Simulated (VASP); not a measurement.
# SrO (Fm-3m) in VASP: a series of runs

The runs below take SrO through dielectric tensor, elastic constants, single point, with PBEsol, RPBE+D3(BJ), PBE+D3(BJ).

All numbers are computed with VASP 6.6.1; they aren't measurements. Logs are shortened: lines on timing, memory, paths and dates and some standing lists are left out, and cuts for length are marked.

## 1. The cell of the first run

Symmetry: Fm-3m, No. 225, cubic system. Conventional cell: a = 5.133 Å, b = 5.133 Å, c = 5.133 Å, α = 90.00°, β = 90.00°, γ = 90.00°. Sr (site symmetry m-3m) has 6 O at 2.57 Å within 3.4 Å. Within 3.4 Å of O (site symmetry m-3m) lie 6 Sr at 2.57 Å.

## 2. Dielectric tensor, PBEsol

INCAR reads:

```
SYSTEM = SrO
PREC     = Accurate       ! precision mode
ENCUT    = 520            ! plane-wave cutoff, eV
EDIFF    = 1E-8           ! SCF threshold, eV
ISMEAR   = 0              ! smearing method
SIGMA    = 0.01           ! smearing width, eV
LREAL    = .False.        ! projectors in reciprocal space
LASPH    = .True.         ! aspherical terms in the spheres
NELM     = 100            ! most SCF steps
ALGO     = Normal         ! electronic algorithm
ISIF     = 2              ! what is computed and relaxed
LWAVE    = .False.        ! write WAVECAR
LCHARG   = .False.        ! write CHGCAR
GGA      = PS             ! functional
LEPSILON = .True.         ! dielectric tensor by DFPT
```

KPOINTS reads:

```
Automatic mesh
0
Gamma
  9 9 9
  0 0 0
```

POSCAR reads:

```
SrO
1.0
    0.0000000000      2.5663000000      2.5663000000
    2.5663000000      0.0000000000      2.5663000000
    2.5663000000      2.5663000000      0.0000000000
Sr O
1 1
Direct
    0.5000000000      0.5000000000      0.5000000000
    0.0000000000      0.0000000000      0.0000000000
```

Potentials or basis: VASP PAW PBE potentials, release 64 (Sr_sv, O).

The run is started by

```console
$ cat potpaw_PBE.64/Sr_sv/POTCAR potpaw_PBE.64/O/POTCAR > POTCAR
$ mpirun -np 1 vasp_std > vasp.out
```

OUTCAR:

```text
SYSTEM = SrO
   PREC = Accurate
   ENCUT = 520
   EDIFF = 1E-8
   ISMEAR = 0
   LREAL = .False.
   LASPH = .True.
   NELM = 100
   ISIF = 2
   GGA = PS
   LEPSILON = .True.

 ion  position               nearest neighbor table
   1  0.500  0.500  0.500-   2 2.57   2 2.57   2 2.57   2 2.57   2 2.57   2 2.57
   2  0.000  0.000  0.000-   1 2.57   1 2.57   1 2.57   1 2.57   1 2.57   1 2.57

  LATTYP: Found a face centered cubic cell.
 ALAT       =     5.1326000000

  Lattice vectors:

 A1 = (   0.0000000000,   2.5663000000,   2.5663000000)
 A2 = (   2.5663000000,   0.0000000000,   2.5663000000)
 A3 = (   2.5663000000,   2.5663000000,   0.0000000000)

Analysis of symmetry for initial positions (statically):
=====================================================================
 Subroutine PRICEL returns:
 Original cell was already a primitive cell.

 Routine SETGRP: Setting up the symmetry group for a
 face centered cubic supercell.

 Subroutine GETGRP returns: Found 48 space group operations
 (whereof 48 operations were pure point group operations)
 out of a pool of 48 trial point group operations.

The static configuration has the point symmetry O_h .

Analysis of symmetry for dynamics (positions and initial velocities):
=====================================================================
 Subroutine PRICEL returns:
 Original cell was already a primitive cell.

 Routine SETGRP: Setting up the symmetry group for a
 face centered cubic supercell.

 Subroutine GETGRP returns: Found 48 space group operations
 (whereof 48 operations were pure point group operations)
 out of a pool of 48 trial point group operations.

The dynamic configuration has the point symmetry O_h .

 Subroutine INISYM returns: Found 48 space group operations
 (whereof 48 operations are pure point group operations),
 and found     1 'primitive' translations

----------------------------------------------------------------------------------------

                                     Primitive cell

  volume of cell :      33.8028

  direct lattice vectors                    reciprocal lattice vectors
     0.000000000  2.566300000  2.566300000    -0.194833028  0.194833028  0.194833028
     2.566300000  0.000000000  2.566300000     0.194833028 -0.194833028  0.194833028
     2.566300000  2.566300000  0.000000000     0.194833028  0.194833028 -0.194833028

  length of vectors
     3.629296265  3.629296265  3.629296265     0.337460704  0.337460704  0.337460704

  position of ions in fractional coordinates (direct lattice)
     0.500000000  0.500000000  0.500000000
     0.000000000  0.000000000  0.000000000

  ion indices of the primitive-cell ions
   primitive index   ion index
                 1           1
                 2           2

----------------------------------------------------------------------------------------

 KPOINTS: Automatic mesh

Automatic generation of k-mesh.
 Grid dimensions read from file:
 generate k-points for:    9    9    9

 Generating k-lattice:

  Cartesian coordinates                     Fractional coordinates (reciprocal lattice)
    -0.021648114  0.021648114  0.021648114     0.111111111  0.000000000  0.000000000
     0.021648114 -0.021648114  0.021648114     0.000000000  0.111111111  0.000000000
     0.021648114  0.021648114 -0.021648114     0.000000000  0.000000000  0.111111111

  Length of vectors
     0.037495634  0.037495634  0.037495634

  Shift w.r.t. Gamma in fractional coordinates (k-lattice)
     0.000000000  0.000000000  0.000000000

 Subroutine IBZKPT returns following result:
 ===========================================

 Found     35 irreducible k-points:

 Following reciprocal coordinates:
            Coordinates               Weight
  0.000000  0.000000  0.000000      1.000000
  0.111111  0.000000  0.000000      8.000000
  0.222222  0.000000  0.000000      8.000000
  0.333333  0.000000  0.000000      8.000000
  0.444444  0.000000  0.000000      8.000000
  0.111111  0.111111  0.000000      6.000000
[... 16 lines left out ...]
 -0.333333  0.333333  0.000000     12.000000
  0.444444  0.444444  0.000000      6.000000
[... 19 lines left out ...]
   EDIFF  = 0.1E-07   stopping-criterion for ELM
   LREAL  =      F    real-space projection
   EDIFFG = 0.1E-06   stopping-criterion for IOM
   NSW    =      0    number of steps for IOM
   IBRION =     -1    ionic relax: 0-MD 1-quasi-New 2-CG
   NFREE  =      0    steps in history (QN), initial steepest desc. (CG)
   ISIF   =      2    stress and relaxation
   ISYM   =      2    0-nonsym 1-usesym 2-fastsym
   POTIM  = 0.5000    time-step for ionic-motion
   TEBEG  =    0.0;   TEEND  =   0.0 temperature during run
   PSTRESS=    0.0 pullay stress
   NELECT =      16.0000    total number of electrons
   NUPDOWN=      -1.0000    fix difference up-down
   EMIN   =  10.00;   EMAX   =-10.00  energy-range for DOS
   EFERMI =   0.00;   METHOD = LEGACY
   ISMEAR =     0;   SIGMA  =   0.01  broadening in eV -4-tet -1-fermi 0-gaus
   EFERMI_NEDOS =   21; number of points for ismear=-14 and -15
   IALGO  =     38    algorithm
   IMIX   =      4    mixing-type and parameters
     AMIX     =   0.40;   BMIX     =  1.00
     AMIX_MAG =   1.60;   BMIX_MAG =  1.00
  volume/ion in A,a.u.               =      16.90       114.06
  Fermi-wavevector in a.u.,A,eV,Ry     =   1.275843  2.410995 22.147245  1.627777
  Thomas-Fermi vector in A             =   2.408533
   LORBIT       =      0    0 simple, 1 ext, 2 COOP (PROOUT), +10 PAW based schemes
   GGA     = PS    functional components
   LHFCALC =     F    Hartree Fock is set to
   AEXX    =    0.0000 exact exchange contribution
   IVDW    =     0    specifies the selected vdW correction
   LEPSILON=     T    determine dielectric tensor
   LRPA    =     F    only Hartree local field effects (RPA)
 non-spin polarized calculation
 Gauss-broadening in eV      SIGMA  =   0.01
  energy-cutoff  :      520.00
  volume of cell :       33.80
 maximum number of plane-waves:       941
   NGX = 13   NGY = 13   NGZ = 13

--------------------------------------- Ionic step        1  -------------------------------------------

 number of electron      15.9999996 magnetization

 E-fermi :   1.6511     XC(G=0): -10.3035

 val. band max:        1.5145233118   @ k =   0.0000   0.0000   0.0000
 cond. band min:       4.7248887687   @ k =   0.4444   0.4444   0.0000
 fundamental gap:      3.2103654569
 Fermi energy:         1.6511257960

 k-point     1 :       0.0000    0.0000    0.0000
  band No.  band energies     occupation
      1     -30.7035      2.00000
      2     -13.4906      2.00000
      3     -12.3504      2.00000
      4     -12.3504      2.00000
      5     -12.3504      2.00000
      6       1.5145      2.00000
      7       1.5145      2.00000
      8       1.5145      2.00000
      9       5.3759      0.00000
     10       7.6881      0.00000
     11       7.6881      0.00000
     12       7.6881      0.00000
[... 331 lines left out ...]
 k-point    24 :       0.4444    0.4444    0.0000
  band No.  band energies     occupation
      1     -30.5214      2.00000
      2     -13.7629      2.00000
      3     -13.0023      2.00000
      4     -12.7229      2.00000
      5     -12.7229      2.00000
      6       0.9750      2.00000
      7       1.4229      2.00000
      8       1.4229      2.00000
      9       4.7249      0.00000
     10       9.1864      0.00000
     11      11.6720      0.00000
     12      11.7968      0.00000

 [... further k-points ...]

  FORCE on cell =-STRESS in cart. coord.  units (eV):
  Direction    XX          YY          ZZ          XY          YZ          ZX
  --------------------------------------------------------------------------------------
  -------------------------------------------------------------------------------------
  Total        0.0147545      0.0147545      0.0147545     -0.0000000      0.0000000     -0.0000000
  in kB        0.6993321      0.6993321      0.6993321     -0.0000000      0.0000000     -0.0000000
  external PRESSURE =       0.6993321 kB  Pullay stress =       0.0000000 kB

 VOLUME and BASIS-vectors are now :
 -----------------------------------------------------------------------------
  energy-cutoff  :      520.00
  volume of cell :       33.80
      direct lattice vectors                 reciprocal lattice vectors
     0.000000000  2.566300000  2.566300000    -0.194833028  0.194833028  0.194833028
     2.566300000  0.000000000  2.566300000     0.194833028 -0.194833028  0.194833028
     2.566300000  2.566300000  0.000000000     0.194833028  0.194833028 -0.194833028

 POSITION                                       TOTAL-FORCE (eV/Angst)
 -----------------------------------------------------------------------------------
      2.56630      2.56630      2.56630        -0.000000     -0.000000      0.000000
      0.00000      0.00000      0.00000         0.000000      0.000000     -0.000000
 -----------------------------------------------------------------------------------
    total drift:                                0.000000      0.000000      0.000000

  FREE ENERGIE OF THE ION-ELECTRON SYSTEM (eV)
  ---------------------------------------------------
  free  energy   TOTEN  =       -12.6397310231 eV

  energy  without entropy=      -12.6397310231  energy(sigma->0) =      -12.63973102

 HEAD OF MICROSCOPIC STATIC DIELECTRIC TENSOR (INDEPENDENT PARTICLE, excluding Hartree and local field effects)
 ------------------------------------------------------
           4.064097     0.000000     0.000000
           0.000000     4.064097     0.000000
          -0.000000     0.000000     4.064097
 ------------------------------------------------------

 Free energy of the ion-electron system (eV)
  ---------------------------------------------------
  ---------------------------------------------------
  free energy    TOTEN  =        -0.29370708 eV

  energy without entropy =       -0.29370708

------------------------ aborting loop because EDIFF is reached ----------------------------------------

--------------------------------------- Ionic step        2  -------------------------------------------

------------------------ aborting loop because EDIFF is reached ----------------------------------------

--------------------------------------- Ionic step        3  -------------------------------------------

 Free energy of the ion-electron system (eV)
  ---------------------------------------------------
  ---------------------------------------------------
  free energy    TOTEN  =        -0.29370699 eV

  energy without entropy =       -0.29370699

------------------------ aborting loop because EDIFF is reached ----------------------------------------

 PIEZOELECTRIC TENSOR FIELD DIRECTION 3  (e Angst)
 -----------------------------------------------------------------------------
    -0.00001  0.00000  0.00000           ( -0.00001  0.00000  0.00000)
     0.00000 -0.00001  0.00000           (  0.00000 -0.00001  0.00000)
     0.00000  0.00000 -0.00063           (  0.00000  0.00000 -0.00001)

 PIEZOELECTRIC TENSOR FIELD DIRECTION 3  (C/m^2)
 -----------------------------------------------------------------------------
    -0.00001  0.00000  0.00000
     0.00000 -0.00001  0.00000
     0.00000  0.00000 -0.00030

 MACROSCOPIC STATIC DIELECTRIC TENSOR (including local field effects in DFT)
 ------------------------------------------------------
           3.886821     0.000000     0.000000
          -0.000000     3.886821    -0.000000
          -0.000000    -0.000000     3.886821
 ------------------------------------------------------

 PIEZOELECTRIC TENSOR (including local field effects)  for field in x, y, z        (e  Angst)
          XX          YY          ZZ          XY          YZ          ZX
  --------------------------------------------------------------------------------
  x     0.00000     0.00000     0.00000     0.00000     0.00000     0.00000
  y     0.00000     0.00000     0.00000     0.00000     0.00000     0.00000
  z     0.00000     0.00000     0.00000     0.00000     0.00000     0.00000

 PIEZOELECTRIC TENSOR (including local field effects)  for field in x, y, z        (C/m^2)
          XX          YY          ZZ          XY          YZ          ZX
  --------------------------------------------------------------------------------
  x     0.00000     0.00000     0.00000     0.00000     0.00000     0.00000
  y     0.00000     0.00000     0.00000     0.00000     0.00000     0.00000
  z     0.00000     0.00000     0.00000     0.00000     0.00000     0.00000

 BORN EFFECTIVE CHARGES (including local field effects) (in |e|, cummulative output)
 ---------------------------------------------------------------------------------
 ion    1
    1     2.45949     0.00000     0.00000
    2     0.00000     2.45949     0.00000
    3     0.00000     0.00000     2.45949
 ion    2
    1    -2.45949     0.00000     0.00000
    2     0.00000    -2.45949     0.00000
    3     0.00000     0.00000    -2.45949
```

Run time: 6.3 min. Hardware: 1 thread of Intel Xeon Platinum 8259CL at 2.50GHz (Skylake/Cascade Lake), shared host; peak memory 0.23 GiB.

What came out:

```
Band gap on the k mesh                  : 3.21 eV (least direct gap 3.30 eV)
Electronic dielectric tensor (diagonal) : 3.89
Born charges (mean of the diagonal)     : Sr +2.46; O -2.46 e
```

Levels at points of the mesh, in eV from the valence-band top:
| k point | band 4 | band 5 | band 6 | band 7 | band 8 | band 9 | band 10 | band 11 | band 12 |
| --- | --- | --- | --- | --- | --- | --- | --- | --- | --- |
| (0.00, 0.00, 0.00) | -13.86 | -13.86 | 0.00 | 0.00 | 0.00 | 3.86 | 6.17 | 6.17 | 6.17 |

Electronic dielectric tensor:
```
3.89 0.00 0.00
0.00 3.89 0.00
0.00 0.00 3.89
```

Born effective charge tensors (e):
atom 1, Sr
```
2.46 0.00 0.00
0.00 2.46 0.00
0.00 0.00 2.46
```
atom 2, O
```
-2.46  0.00  0.00
 0.00 -2.46  0.00
 0.00  0.00 -2.46
```

Caveat: the PAW data sets were made with another functional, which shifts forces and pressure a little; an odd mesh through Γ misses points on the zone boundary, where band edges can lie.

[end of part 1 of 3]
